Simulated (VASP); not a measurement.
Wanted: the native input for a VASP 6.6.1 run.

- Task: relaxation of shape and atoms at fixed volume
- Functional: PBE
- Potentials or basis: VASP PAW PBE potentials, release 64 (Cd, S)
- Cutoff: 600 eV
- k mesh: 6 × 6 × 4
- Occupations: gaussian, width 0.05 eV
- Spin: no spin polarisation
- Dipole correction: no
- Further INCAR settings: ALGO = Normal; EDIFF = 1e-07; IBRION = 2; EDIFFG = -0.015; NSW = 60; ISIF = 4

The structure of CdS lies in POSCAR:

```
CdS
1.0
    4.1347992987      0.0000000000      0.0000000000
   -2.0673996493      3.5808412323      0.0000000000
    0.0000000000      0.0000000000      6.7490001555
Cd S
2 2
Direct
    0.3333333333      0.6666666667      0.0000000000
    0.6666666667      0.3333333333      0.5000000000
    0.3333333333      0.6666666667      0.3850000000
    0.6666666667      0.3333333333      0.8850000000
```

The input as run:

INCAR

```
SYSTEM = CdS
PREC = Accurate
ENCUT = 600
EDIFF = 1E-7
ISMEAR = 0
SIGMA = 0.05
LREAL = .False.
LASPH = .True.
NELM = 60
ALGO = Normal
ISIF = 4
LWAVE = .False.
LCHARG = .False.
GGA = PE
IBRION = 2
NSW = 60
EDIFFG = -0.015
```

KPOINTS

```
regular mesh
0
Gamma
  6 6 4
  0 0 0
```

Potentials or basis: VASP PAW PBE potentials, release 64 (Cd, S).

The run is started by

```bash
$ cat potpaw_PBE.64/Cd/POTCAR potpaw_PBE.64/S/POTCAR > POTCAR
$ mpirun -np 1 vasp_std > vasp.out
```

It gave:

```yaml
Energy_gained_by_relaxing: 4.4 meV/atom
Ionic_steps: 7
Pressure_after_relaxing: 2.7 GPa
Largest_force_after_relaxing: 0.008 eV/Å
Band_gap_on_the_k_mesh: 1.21 eV, direct
```

It took 6.9 min on 1 thread of Oxide Virtual Turin-like Processor, with other jobs on the host, peak memory 0.24 GiB.
